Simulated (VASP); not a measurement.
# InP3 (Pm-3m) in VASP: single point with PBEsol

Aim: the single point of InP3 with PBEsol.

Program: VASP 6.6.1. These are calculated values, not measurements. Logs are shortened: lines on timing, memory, paths and dates and some standing lists are left out, and cuts for length are marked.

## Step 1: The cell of the first run

Symmetry: Pm-3m, No. 221, cubic system. Conventional cell: a = 4.333 Å, b = 4.333 Å, c = 4.333 Å, α = 90.00°, β = 90.00°, γ = 90.00°. In (site symmetry m-3m) has 12 P at 3.06 Å within 4.0 Å. P (site symmetry 4/mmm) has 4 In at 3.06 Å and 8 P at 3.06 Å within 4.0 Å.

## Step 2: Single point, PBEsol (Sb replaced by P, lengths x 0.897, strained)

Contents of INCAR:

```
PREC     = Accurate       # precision mode
ENCUT    = 520            # plane-wave cutoff, eV
EDIFF    = 1E-6           # SCF threshold, eV
ISMEAR   = 0              # smearing method
SIGMA    = 0.1            # smearing width, eV
LREAL    = False          # projectors in reciprocal space
LASPH    = True           # aspherical terms in the spheres
NELM     = 100            # most SCF steps
ALGO     = Normal         # electronic algorithm
ISIF     = 2              # what is computed and relaxed
LWAVE    = False          # write WAVECAR
LCHARG   = False          # write CHGCAR
GGA      = PS             # functional
NBANDS   = 22             # bands
```

Contents of KPOINTS:

```
regular mesh
0
Gamma
  10 10 10
```

Contents of POSCAR:

```
InP3
1.0
    4.3332725646      0.0000000000      0.0000000000
    0.0000000000      4.3332725646      0.0000000000
    0.0000000000      0.0000000000      4.3332725646
In P
1 3
Direct
    0.0000000000      0.0000000000      0.0000000000
    0.5000000000      0.0000000000      0.5000000000
    0.0000000000      0.5000000000      0.5000000000
    0.5000000000      0.5000000000      0.0000000000
```

Potentials or basis: VASP PAW PBE potentials, release 64 (In_d, P).

On the command line:

```sh
> cat potpaw_PBE.64/In_d/POTCAR potpaw_PBE.64/P/POTCAR > POTCAR
> mpirun -np 1 vasp_std > vasp.out
```

OUTCAR:

```text
PREC = Accurate
   ENCUT = 520
   EDIFF = 1E-6
   ISMEAR = 0
   LREAL = False
   LASPH = True
   NELM = 100
   ISIF = 2
   GGA = PS

 ion  position               nearest neighbor table
   1  0.000  0.000  0.000-   2 3.06   3 3.06   4 3.06   2 3.06   3 3.06   3 3.06   4 3.06   3 3.06
                             2 3.06   4 3.06   2 3.06   4 3.06
   2  0.500  0.000  0.500-   1 3.06   1 3.06   1 3.06   1 3.06
   3  0.000  0.500  0.500-   1 3.06   1 3.06   1 3.06   1 3.06
   4  0.500  0.500  0.000-   1 3.06   1 3.06   1 3.06   1 3.06

  LATTYP: Found a simple cubic cell.
 ALAT       =     4.3332725646

  Lattice vectors:

 A1 = (   4.3332725646,   0.0000000000,   0.0000000000)
 A2 = (   0.0000000000,   4.3332725646,   0.0000000000)
 A3 = (   0.0000000000,   0.0000000000,   4.3332725646)

Analysis of symmetry for initial positions (statically):
=====================================================================
 Subroutine PRICEL returns:
 Original cell was already a primitive cell.

 Routine SETGRP: Setting up the symmetry group for a
 simple cubic supercell.

 Subroutine GETGRP returns: Found 48 space group operations
 (whereof 48 operations were pure point group operations)
 out of a pool of 48 trial point group operations.

The static configuration has the point symmetry O_h .

Analysis of symmetry for dynamics (positions and initial velocities):
=====================================================================
 Subroutine PRICEL returns:
 Original cell was already a primitive cell.

 Routine SETGRP: Setting up the symmetry group for a
 simple cubic supercell.

 Subroutine GETGRP returns: Found 48 space group operations
 (whereof 48 operations were pure point group operations)
 out of a pool of 48 trial point group operations.

The dynamic configuration has the point symmetry O_h .

 Subroutine INISYM returns: Found 48 space group operations
 (whereof 48 operations are pure point group operations),
 and found     1 'primitive' translations

----------------------------------------------------------------------------------------

                                     Primitive cell

  volume of cell :      81.3669

  direct lattice vectors                    reciprocal lattice vectors
     4.333272565  0.000000000  0.000000000     0.230772467  0.000000000  0.000000000
     0.000000000  4.333272565  0.000000000     0.000000000  0.230772467  0.000000000
     0.000000000  0.000000000  4.333272565     0.000000000  0.000000000  0.230772467

  length of vectors
     4.333272565  4.333272565  4.333272565     0.230772467  0.230772467  0.230772467

  position of ions in fractional coordinates (direct lattice)
     0.000000000  0.000000000  0.000000000
     0.500000000  0.000000000  0.500000000
     0.000000000  0.500000000  0.500000000
     0.500000000  0.500000000  0.000000000

  ion indices of the primitive-cell ions
   primitive index   ion index
                 1           1
                 2           2
                 3           3
                 4           4

----------------------------------------------------------------------------------------

 KPOINTS: regular mesh

Automatic generation of k-mesh.
 Grid dimensions read from file:
 generate k-points for:   10   10   10

 Generating k-lattice:

  Cartesian coordinates                     Fractional coordinates (reciprocal lattice)
     0.023077247  0.000000000  0.000000000     0.100000000  0.000000000  0.000000000
     0.000000000  0.023077247  0.000000000     0.000000000  0.100000000  0.000000000
     0.000000000  0.000000000  0.023077247     0.000000000  0.000000000  0.100000000

  Length of vectors
     0.023077247  0.023077247  0.023077247

  Shift w.r.t. Gamma in fractional coordinates (k-lattice)
     0.000000000  0.000000000  0.000000000

 Subroutine IBZKPT returns following result:
 ===========================================

 Found     56 irreducible k-points:

 Following reciprocal coordinates:
            Coordinates               Weight
  0.000000  0.000000  0.000000      1.000000
  0.100000  0.000000  0.000000      6.000000
  0.200000  0.000000  0.000000      6.000000
  0.300000  0.000000  0.000000      6.000000
  0.400000  0.000000  0.000000      6.000000
  0.500000  0.000000  0.000000      3.000000
[... 16 lines left out ...]
  0.200000  0.100000  0.100000     24.000000
  0.300000  0.100000  0.100000     24.000000
 [... further k-points ...]
   k-points           NKPTS =     56   k-points in BZ     NKDIM =     56   number of bands    NBANDS=     22
   number of dos      NEDOS =    301   number of ions     NIONS =      4
   total plane-waves  NPLWV =  32768
   dimension x,y,z NGX =    32 NGY =   32 NGZ =   32
   dimension x,y,z NGXF=    64 NGYF=   64 NGZF=   64
   ions per type =               1   3
   NGX,Y,Z   is equivalent  to a cutoff of  12.28, 12.28, 12.28 a.u.
   NGXF,Y,Z  is equivalent  to a cutoff of  24.55, 24.55, 24.55 a.u.
 SYSTEM =  unknown system
   PREC   = accura    normal or accurate (medium, high low for compatibility)
   ISTART =      0    job   : 0-new  1-cont  2-samecut
   ICHARG =      2    charge: 1-file 2-atom 10-const
   ISPIN  =      1    spin polarized calculation?
   LNONCOLLINEAR =      F non collinear calculations
   LSORBIT =      F    spin-orbit coupling
   LASPH  =      T    aspherical Exc in radial PAW
   ENCUT  =  520.0 eV  38.22 Ry    6.18 a.u.   8.06  8.06  8.06*2*pi/ulx,y,z
   NELM   =    100;   NELMIN=  2; NELMDL= -5     # of ELM steps
   EDIFF  = 0.1E-05   stopping-criterion for ELM
   LREAL  =      F    real-space projection
   EDIFFG = 0.1E-04   stopping-criterion for IOM
   NSW    =      0    number of steps for IOM
   IBRION =     -1    ionic relax: 0-MD 1-quasi-New 2-CG
   NFREE  =      0    steps in history (QN), initial steepest desc. (CG)
   ISIF   =      2    stress and relaxation
   ISYM   =      2    0-nonsym 1-usesym 2-fastsym
   POTIM  = 0.5000    time-step for ionic-motion
   TEBEG  =    0.0;   TEEND  =   0.0 temperature during run
   PSTRESS=    0.0 pullay stress
   NELECT =      28.0000    total number of electrons
   NUPDOWN=      -1.0000    fix difference up-down
   EMIN   =  10.00;   EMAX   =-10.00  energy-range for DOS
   EFERMI =   0.00;   METHOD = LEGACY
   ISMEAR =     0;   SIGMA  =   0.10  broadening in eV -4-tet -1-fermi 0-gaus
   EFERMI_NEDOS =   21; number of points for ismear=-14 and -15
   IALGO  =     38    algorithm
   IMIX   =      4    mixing-type and parameters
     AMIX     =   0.40;   BMIX     =  1.00
     AMIX_MAG =   1.60;   BMIX_MAG =  1.00
  volume/ion in A,a.u.               =      20.34       137.27
  Fermi-wavevector in a.u.,A,eV,Ry     =   1.147215  2.167922 17.906660  1.316102
  Thomas-Fermi vector in A             =   2.283896
   LORBIT       =      0    0 simple, 1 ext, 2 COOP (PROOUT), +10 PAW based schemes
   GGA     = PS    functional components
   LHFCALC =     F    Hartree Fock is set to
   AEXX    =    0.0000 exact exchange contribution
   IVDW    =     0    specifies the selected vdW correction
   LEPSILON=     F    determine dielectric tensor
   LRPA    =     F    only Hartree local field effects (RPA)
 non-spin polarized calculation
 Gauss-broadening in eV      SIGMA  =   0.10
  energy-cutoff  :      520.00
  volume of cell :       81.37
 maximum number of plane-waves:      2272
   NGX = 17   NGY = 17   NGZ = 17

 number of electron      27.9999984 magnetization

 Free energy of the ion-electron system (eV)
  ---------------------------------------------------
  ext. energy  EPLUGINS =         0.00000000
  ---------------------------------------------------
  free energy    TOTEN  =       -17.39516118 eV

  energy without entropy =      -17.38787816  energy(sigma->0) =      -17.39151967

 E-fermi :   6.6762     XC(G=0): -10.5049

 val. band max:        6.6418926955   @ k =   0.5000   0.4000   0.1000
 cond. band min:       6.6820851362   @ k =   0.1000   0.1000   0.0000
 fundamental gap:      0.0401924406
 Fermi energy:         6.6762430764

 k-point     1 :       0.0000    0.0000    0.0000
  band No.  band energies     occupation
      1      -7.5806      2.00000
      2      -7.5806      2.00000
      3      -7.5224      2.00000
      4      -7.5224      2.00000
      5      -7.5224      2.00000
      6      -6.3448      2.00000
[... 14 lines left out ...]
     21      12.5591      0.00000
     22      12.5591      0.00000

 k-point     2 :       0.1000    0.0000    0.0000
  band No.  band energies     occupation
      1      -7.5788      2.00000
      2      -7.5764      2.00000
      3      -7.5249      2.00000
      4      -7.5249      2.00000
      5      -7.5223      2.00000
      6      -6.2760      2.00000
[... 14 lines left out ...]
     21      12.6168      0.00000
     22      12.8909      0.00000

 k-point     3 :       0.2000    0.0000    0.0000
  band No.  band energies     occupation
      1      -7.5739      2.00000
      2      -7.5657      2.00000
      3      -7.5314      2.00000
      4      -7.5314      2.00000
      5      -7.5218      2.00000
      6      -6.0708      2.00000
[... 14 lines left out ...]
     21      13.0447      0.00000
     22      13.0449      0.00000

 k-point     4 :       0.3000    0.0000    0.0000
  band No.  band energies     occupation
      1      -7.5679      2.00000
      2      -7.5530      2.00000
      3      -7.5394      2.00000
      4      -7.5394      2.00000
      5      -7.5213      2.00000
      6      -5.7366      2.00000
[... 14 lines left out ...]
     21      12.5053      0.00000
     22      13.0436      0.00000

 k-point     5 :       0.4000    0.0000    0.0000
  band No.  band energies     occupation
      1      -7.5630      2.00000
      2      -7.5458      2.00000
      3      -7.5458      2.00000
      4      -7.5431      2.00000
      5      -7.5209      2.00000
      6      -5.3040      2.00000
[... 417 lines left out ...]
 k-point    22 :       0.1000    0.1000    0.1000
  band No.  band energies     occupation
      1      -7.5716      2.00000
      2      -7.5716      2.00000
      3      -7.5289      2.00000
      4      -7.5273      2.00000
      5      -7.5273      2.00000
      6      -6.1373      2.00000
[... 14 lines left out ...]
     21      12.4727      0.00000
     22      13.0314      0.00000

 k-point    23 :       0.2000    0.1000    0.1000
  band No.  band energies     occupation
      1      -7.5674      2.00000
      2      -7.5606      2.00000
      3      -7.5371      2.00000
      4      -7.5344      2.00000
      5      -7.5270      2.00000
      6      -5.9310      2.00000
[... 14 lines left out ...]
     21      13.0308      0.00000
     22      13.2482      0.00000

 k-point    24 :       0.3000    0.1000    0.1000
  band No.  band energies     occupation
      1      -7.5621      2.00000
      2      -7.5490      2.00000
      3      -7.5458      2.00000
      4      -7.5432      2.00000
      5      -7.5262      2.00000
      6      -5.5962      2.00000
[... 14 lines left out ...]
     21      12.6989      0.00000
     22      13.4973      0.00000

 [... further k-points ...]
[... 5 lines left out ...]
  --------------------------------------------------------------------------------------
  -------------------------------------------------------------------------------------
  Total       -5.2543413     -5.2543413     -5.2543413      0.0000000      0.0000000     -0.0000000
  in kB     -103.4619940   -103.4619940   -103.4619940      0.0000000      0.0000000     -0.0000000
  external PRESSURE =    -103.4619940 kB  Pullay stress =       0.0000000 kB

 VOLUME and BASIS-vectors are now :
 -----------------------------------------------------------------------------
  energy-cutoff  :      520.00
  volume of cell :       81.37
      direct lattice vectors                 reciprocal lattice vectors
     4.333272565  0.000000000  0.000000000     0.230772467  0.000000000  0.000000000
     0.000000000  4.333272565  0.000000000     0.000000000  0.230772467  0.000000000
     0.000000000  0.000000000  4.333272565     0.000000000  0.000000000  0.230772467

 POSITION                                       TOTAL-FORCE (eV/Angst)
 -----------------------------------------------------------------------------------
      0.00000      0.00000      0.00000         0.000000      0.000000      0.000000
      2.16664      0.00000      2.16664         0.000000      0.000000      0.000000
      0.00000      2.16664      2.16664         0.000000      0.000000      0.000000
      2.16664      2.16664      0.00000         0.000000      0.000000      0.000000
 -----------------------------------------------------------------------------------
    total drift:                                0.000000      0.000000     -0.000000

  FREE ENERGIE OF THE ION-ELECTRON SYSTEM (eV)
  ---------------------------------------------------
  free  energy   TOTEN  =       -17.3951611838 eV

  energy  without entropy=      -17.3878781556  energy(sigma->0) =      -17.39151967
```

It used 100 s of CPU time on 1 thread of AMD EPYC 7R13 Processor (Zen 3) (shared host).

Results:

```yaml
Free_energy: -17.3952 eV
Pressure: -10.3 GPa
Band_gap_on_the_k_mesh: zero (band 14 reaches 9.55 eV, above the bottom of band 15 at 5.47 eV)
```

Caveat: the cell differs from its parent crystal (Sb replaced by P, lengths x 0.897, strained); the PAW data sets were made with another functional, which shifts forces and pressure a little; spin-orbit coupling is left out, which moves the levels of the heavy elements.
